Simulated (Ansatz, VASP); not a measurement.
## Ba in VASP and in Ansatz

```
Ba
1.0
    -2.53750    2.53750    2.53750
     2.53750   -2.53750    2.53750
     2.53750    2.53750   -2.53750
Ba
1
Direct
  0.00000 0.00000 0.00000
```

Change from the starting cell: strain +0.015 along x and y, +0.015 along z, atoms carried along.

Alike in both runs: task single point; functional PBE; k mesh 14 × 14 × 14; occupations gaussian, width 0.15 eV; no spin polarisation.

|  | VASP | Ansatz |
| --- | --- | --- |
| version | VASP 6.6.1 | Ansatz 0.2.0 |
| potentials or method | VASP PAW PBE potentials, release 64 (Ba_sv), cutoff 520 eV | scalar-relativistic, plane waves, PAW |
| valence electrons in the cell | 10 | 10 |

VASP gave:

```
gap on the k mesh at the Fermi level (eV) : none
pressure (GPa)                            : -0.2
```

What did Ansatz give for the same quantities?

gap on the k mesh at the Fermi level (eV): none; pressure (GPa): -0.3.

A gap of «none» marks a metal or a gap that the smearing closes. The functional is the same, so the differences come from potentials, cutoffs and numerics.

Neither program's run includes spin-orbit coupling.
